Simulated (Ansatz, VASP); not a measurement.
Ge: VASP beside Ansatz

Contents of INCAR:

```
SYSTEM = Ge
PREC = Accurate
ENCUT = 520
EDIFF = 1E-6
ISMEAR = -1
SIGMA = 0.05
LREAL = .FALSE.
LASPH = .TRUE.
NELM = 150
ALGO = Normal
ISIF = 2
LWAVE = .FALSE.
LCHARG = .TRUE.
MAGMOM = 0 0 0 0 0 0
LORBIT = 11
LSORBIT = .TRUE.
GGA_COMPAT = .FALSE.
LORBMOM = .TRUE.
GGA = PS
LVHAR = .TRUE.
NBANDS = 40
```

Contents of KPOINTS:

```
Automatic mesh
0
G
  11 11 11
  0 0 0
```

POSCAR

```
Ge
1.0
   -2.4958980000      2.6508630000      1.4369470000
    2.4958980000     -2.6508630000      1.4369470000
    2.4958980000      2.6508630000     -1.4369470000
Ge
2
Direct
    0.3140570000      0.0640570000      0.2500000000
    0.6859430000      0.9359430000      0.7500000000
```

File input.yaml:

```yaml
crystal:
  lattice:
    - [-2.495898, 2.650863, 1.436947]
    - [2.495898, -2.650863, 1.436947]
    - [2.495898, 2.650863, -1.436947]
  atoms:
    - { symbol: Ge, position: [0.314057, 0.064057, 0.25] }
    - { symbol: Ge, position: [0.685943, 0.935943, 0.75] }
hamiltonian:
  xc: pbesol
  pseudopotentials: { kind: paw_fr }
magnetization:
  noncollinear: true
  spin_orbit: true
kpoints:
  mp_grid: { grid: [11, 11, 11] }
  band_path:
    path:
      - [[0.0, 0.0, 0.0], [0.3234593264, 0.3234593264, -0.3234593264], [0.2950845098, 0.3518341431, -0.2950845098], [0.0, 0.5, 0.0], [0.25, 0.25, 0.25], [0.5, 0.0, 0.0], [0.6765406736, -0.3234593264, 0.3234593264], [0.5, -0.5, 0.5], [0.0, 0.0, 0.0], [-0.4716251834, 0.4716251834, 0.4716251834], [0.0, 0.0, 0.5], [0.25, 0.25, 0.25]]
      - [[-0.2950845098, 0.6481658569, 0.2950845098], [-0.4716251834, 0.4716251834, 0.4716251834]]
      - [[0.4716251834, -0.4716251834, 0.5283748166], [0.5, -0.5, 0.5]]
    npoints: 14
scf:
  occupations: { method: fermi_dirac, width: 0.05 }
  n_extra_bands: 6
output:
  forces: true
  stress: true
  eigenvalues: true
  fatbands: true
```

Alike in both runs: functional PBEsol; k mesh 11 × 11 × 11; occupations fermi-dirac, width 0.05 eV; non-collinear spin, spin-orbit coupling.

|  | VASP | Ansatz |
| --- | --- | --- |
| version | VASP 6.6.1 | Ansatz 0.2.0 |
| potentials or method | VASP PAW PBE potentials, release 64 (Ge_d) | Ansatz PAW |
| plane-wave cutoff (eV) | 520 | 420 |
| valence electrons in the cell | 28 | 28 |
| task | single point | band structure |

|  | VASP | Ansatz | Ansatz less VASP |
| --- | --- | --- | --- |
| pressure (GPa) | -2.5 | -2.5 | +0.06 |
| traceless stress, the component that is largest in VASP (GPa) | 1.17 | 1.17 | -0.003 |
| rms of the force components (eV/Å) | 0.034 | 0.034 | -0.0002 |
| net moment per atom (μB) | 0.00 | 0.00 | 0.000 |

VASP's potentials were made for PBE, not for PBEsol. Atom by atom the forces differ by 0.000 eV/Å (rms over components). The functional is the same, so the differences come from potentials, cutoffs and numerics.
